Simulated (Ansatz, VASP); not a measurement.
NiO in VASP and in Ansatz

Contents of INCAR:

```
ALGO     = Normal         # electronic algorithm
EDIFF    = 1E-6           # SCF threshold, eV
ENCUT    = 520            # plane-wave cutoff, eV
GGA      = RP             # functional
ISIF     = 2              # what is computed and relaxed
ISMEAR   = 0              # smearing method
ISPIN    = 2              # spin polarisation
LASPH    = True           # aspherical terms in the spheres
LCHARG   = False          # write CHGCAR
LMAXMIX  = 4              # l up to which the mixer works
LORBIT   = 11             # projections on sites
LREAL    = False          # projectors in reciprocal space
LWAVE    = False          # write WAVECAR
MAGMOM   = 1 0            # initial moments
NBANDS   = 19             # bands
NELM     = 150            # most SCF steps
PREC     = Accurate       # precision mode
SIGMA    = 0.1            # smearing width, eV
```

KPOINTS

```
k-points
0
Gamma
  11 11 11
```

File POSCAR:

```
NiO
1.0
    2.9499103900      0.0000000000      0.0000000000
    1.4749551950      2.5546973366      0.0000000000
    1.4749551950      0.8515657789      2.4085917475
Ni O
1 1
Direct
    0.0000000000      0.0000000000      0.0000000000
    0.5000000000      0.5000000000      0.5000000000
```

The input input.yaml:

```yaml
crystal:
  lattice:
    - [2.94991039, 0.0, 0.0]
    - [1.474955195, 2.5546973366, 0.0]
    - [1.474955195, 0.8515657789, 2.4085917475]
  atoms:
    - { symbol: Ni, position: [0.0, 0.0, 0.0], spin: 1.0 }
    - { symbol: O, position: [0.5, 0.5, 0.5] }
kpoints:
  mp_grid: { grid: [11, 11, 11] }
scf:
  occupations: { method: gaussian, width: 0.1 }
hamiltonian:
  xc: rpbe
  pseudopotentials: { kind: all_electron, lapw: { basis_error: 0.001 } }
magnetization:
  spin_polarized: true
output:
  forces: true
  stress: true
  eigenvalues: true
```

Alike in both runs: task single point; functional RPBE; k mesh 11 × 11 × 11; occupations gaussian, width 0.1 eV; collinear spin.

|  | VASP | Ansatz |
| --- | --- | --- |
| version | VASP 6.6.1 | Ansatz 0.2.0 |
| potentials or method | VASP PAW PBE potentials, release 64 (Ni, O), cutoff 520 eV | all-electron LAPW, scalar-relativistic |

Ansatz gave:

* gap on the k mesh at the Fermi level (eV): none
* pressure (GPa): 13.6
* net moment per atom (μB): 0.93
* size of the moment on the site where the two differ most (μB): 1.55

Q: Estimate VASP's values.

A: gap on the k mesh at the Fermi level (eV): none; pressure (GPa): 13.0; net moment per atom (μB): 0.90; size of the moment on the site where the two differ most (μB): 1.49.

VASP's potentials were made for PBE, not for RPBE. Site moments also hang on the region over which each program counts them. A gap of «none» marks a metal or a gap that the smearing closes. Ansatz ran all-electron here, and VASP with PAW potentials.
